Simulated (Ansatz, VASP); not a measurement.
WS2: VASP beside Ansatz

The input INCAR:

```
SYSTEM = WS2
PREC = Accurate
ENCUT = 520
EDIFF = 1E-6
ISMEAR = 0
SIGMA = 0.02
LREAL = .False.
LASPH = .True.
NELM = 100
ALGO = Normal
ISIF = 2
LWAVE = .False.
LCHARG = .True.
LDIPOL = .True.
IDIPOL = 3
DIPOL = 0.5 0.5 0.500
GGA = PE
IVDW = 12
LELF = .True.
LVHAR = .True.
LVACPOTAV = .True.
NBANDS = 20
```

File KPOINTS:

```
regular mesh
0
Gamma
  12 12 1
  0 0 0
```

The input POSCAR:

```
WS2
1.0
    3.0330000000      0.0000000000      0.0000000000
   -1.5165000000      2.6266550497      0.0000000000
    0.0000000000      0.0000000000     32.2910878415
S W
2 1
Direct
    0.3333333333      0.6666666667      0.4499303862
    0.3333333333      0.6666666667      0.5500818589
    0.6666666667      0.3333333333      0.5000061202
```

Input for Ansatz:

```yaml
crystal:
  lattice:
    - [3.033, 0.0, 0.0]
    - [-1.5165, 2.6266550497, 0.0]
    - [0.0, 0.0, 32.2910878415]
  atoms:
    - { symbol: S, position: [0.3333333333, 0.6666666667, 0.4499303862] }
    - { symbol: W, position: [0.6666666667, 0.3333333333, 0.5000061202] }
    - { symbol: S, position: [0.3333333333, 0.6666666667, 0.5500818589] }
  periodic: [true, true, false]
basis:
  ecutwfc: 420
kpoints:
  mp_grid: { grid: [12, 12, 1] }
hamiltonian:
  xc: pbe
  pseudopotentials: { kind: paw, azcp: { folder: soft_1 } }
  dispersion: d3bj
scf:
  occupations: { method: gaussian, width: 0.02 }
output:
  forces: true
  stress: true
  eigenvalues: true
```

Alike in both runs: task single point; functional PBE; dispersion D3(BJ); k mesh 12 × 12 × 1; occupations gaussian, width 0.02 eV; no spin polarisation.

```csv
,VASP,Ansatz
version,VASP 6.6.1,Ansatz 0.2.0
potentials or method,"VASP PAW PBE potentials, release 64 (S, W_sv), cutoff 520 eV","scalar-relativistic, plane waves, PAW"
valence electrons in the cell,26,26
```

```csv
,VASP,Ansatz,Ansatz less VASP
gap on the k mesh at the Fermi level (eV),1.76,1.76,+0.001
least direct gap on the mesh (eV),2.57,2.57,-0.003
rms of the force components (eV/Å),0.065,0.064,-0.0010
```

Spin-orbit coupling is off throughout.
